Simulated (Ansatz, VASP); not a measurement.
**BaCd3Se4: VASP beside Ansatz**

Contents of INCAR:

```
SYSTEM = BaCd3Se4
PREC = Accurate
ENCUT = 600
EDIFF = 1E-6
ISMEAR = 0
SIGMA = 0.15
LREAL = .False.
LASPH = .True.
NELM = 80
ALGO = Normal
ISIF = 3
LWAVE = .False.
LCHARG = .False.
GGA = PE
IBRION = 2
NSW = 36
EDIFFG = -0.08
```

KPOINTS

```
Automatic mesh
0
Gamma
  3 3 1
  0 0 0
```

POSCAR

```
BaCd3Se4
1.0
    4.3793186000      0.0000000000      0.0000000000
   -2.1896593000      3.7926011600      0.0000000000
    0.0000000000      0.0000000000     11.9693965300
Ba Cd Se
1 3 4
Direct
    0.6666666700      0.3333333300      0.0000000000
    0.6666666700      0.3333333300      0.5000000000
    0.3333333300      0.6666666700      0.2433520000
    0.3333333300      0.6666666700      0.7566480000
    0.0000000000      0.0000000000      0.1268240100
    0.0000000000      0.0000000000      0.6259009800
    0.0000000000      0.0000000000      0.3740990200
    0.0000000000      0.0000000000      0.8731759900
```

Input for Ansatz:

```yaml
crystal:
  lattice:
    - [4.3793186, 0.0, 0.0]
    - [-2.1896593, 3.79260116, 0.0]
    - [0.0, 0.0, 11.96939653]
  atoms:
    - { symbol: Ba, position: [0.66666667, 0.33333333, 0.0] }
    - { symbol: Cd, position: [0.66666667, 0.33333333, 0.5] }
    - { symbol: Cd, position: [0.33333333, 0.66666667, 0.243352] }
    - { symbol: Cd, position: [0.33333333, 0.66666667, 0.756648] }
    - { symbol: Se, position: [0.0, 0.0, 0.12682401] }
    - { symbol: Se, position: [0.0, 0.0, 0.62590098] }
    - { symbol: Se, position: [0.0, 0.0, 0.37409902] }
    - { symbol: Se, position: [0.0, 0.0, 0.87317599] }
basis:
  ecutwfc: 420
kpoints:
  mp_grid: { grid: [3, 3, 1] }
hamiltonian:
  xc: pbe
scf:
  occupations: { method: gaussian, width: 0.15 }
  lower_state_search: "off"
output:
  forces: true
  stress: true
  eigenvalues: true
relax:
  adjacent_minimum: "off"
  f_tol: 0.08
  max_steps: 16
  cell: { stress_tol: 0.8 }
```

Change from the starting cell: species swapped into the AlNi4As3 type (P-6m2, No. 187).

Alike in both runs: task relaxation of cell and atoms; functional PBE; k mesh 3 × 3 × 1; occupations gaussian, width 0.15 eV; no spin polarisation.

```csv
,VASP,Ansatz
version,VASP 6.6.1,Ansatz 0.2.0
potentials or method,"VASP PAW PBE potentials, release 64 (Ba_sv, Cd, Se), cutoff 600 eV","scalar-relativistic, plane waves, PAW"
valence electrons in the cell,70,134
```

VASP gave:

```
gap on the k mesh at the Fermi level, each at its own relaxed structure (eV) : none
relaxed volume (Å³/atom)                                                     : 28.51
relaxed cell length with the largest relative difference (Å)                 : 4.622
```

Which values does Ansatz return?

gap on the k mesh at the Fermi level, each at its own relaxed structure (eV): none; relaxed volume (Å³/atom): 28.19; relaxed cell length with the largest relative difference (Å): 4.598.

A gap of «none» marks a metal or a gap that the smearing closes. VASP's potentials hold 70 valence electrons a cell and Ansatz's 134, so a difference there can come from the potentials and not from the codes.

The k mesh is coarse, so the values compare programs but aren't converged. Spin-orbit coupling is off throughout.
